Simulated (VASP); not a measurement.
The system is AlSe4.

```xyz
5
Lattice="-3.1410 3.1410 3.3263 3.1410 -3.1410 3.3263 3.1410 3.1410 -3.3263" Properties=species:S:1:pos:R:3 pbc="T T T"
Al    0.0000    0.0000    0.0000
Se    1.3833    1.7577    1.6632
Se   -1.3833    4.5242    1.6632
Se    1.7577   -1.3833    1.6632
Se    4.5242    1.3833    1.6632
```

```yaml
Program: VASP 6.6.1
Task: relaxation of cell and atoms
Functional: PBE
Potentials_or_basis: VASP PAW PBE potentials, release 64 (Al, Se)
Cutoff: 600 eV
k_mesh: 4 × 4 × 4
Occupations: gaussian, width 0.1 eV
Spin: no spin polarisation
```

At the start: pressure -5.7 GPa; volume 26.25 Å³/atom.

Where does the relaxation end?

Over 23 steps the energy falls by 263.6 meV/atom and the volume is 24.30 Å³/atom (-7.4 %); space group I4/mmm (No. 139, to 0.05 Å).

The path:
```tsv
step	energy change (eV)	largest force (eV/Å)	pressure (GPa)	volume (Å³)
1	0.0000	0.3243	-5.73	131.27
2	-0.4925	0.1592	0.92	114.14
3	-0.4984	0.1411	1.86	112.57
4	-0.8270	0.1290	3.37	110.98
5	-0.1215	0.1072	16.40	103.90
6	-0.9588	0.1301	5.03	109.55
7	-0.9747	0.1556	6.68	108.46
8	-1.1351	0.2105	4.06	113.49
9	-1.1649	0.2362	2.22	118.46
10	-1.1671	0.2318	2.54	117.46
11	-1.2255	0.2409	0.73	119.91
12	-1.2352	0.2411	-0.35	121.57
13	-1.2353	0.2412	-0.27	121.46
14	-1.2416	0.2312	-0.20	121.27
15	-1.2579	0.2001	0.02	120.71
16	-1.2783	0.1400	0.47	119.59
17	-1.2718	0.0344	1.40	117.34
18	-1.2831	0.0937	0.85	118.66
19	-1.2908	0.0833	0.69	119.08
20	-1.3077	0.0502	0.22	120.36
21	-1.3141	0.0254	-0.67	122.94
22	-1.3161	0.0009	-0.38	122.09
23	-1.3182	0.0041	0.00	121.51
```

Final structure:
```yaml
crystal:
  lattice:
    - [-2.80442, 2.80442, 3.86256]
    - [2.80442, -2.80442, 3.86256]
    - [2.80442, 2.80442, -3.86256]
  atoms:
    - { symbol: Al, position: [0.00000, 0.00000, 0.00000] }
    - { symbol: Se, position: [0.49963, 0.50037, 0.50000] }
    - { symbol: Se, position: [0.00037, 0.99963, 0.50000] }
    - { symbol: Se, position: [0.99963, 0.49963, 0.99926] }
    - { symbol: Se, position: [0.50037, 0.00037, 0.00074] }
```
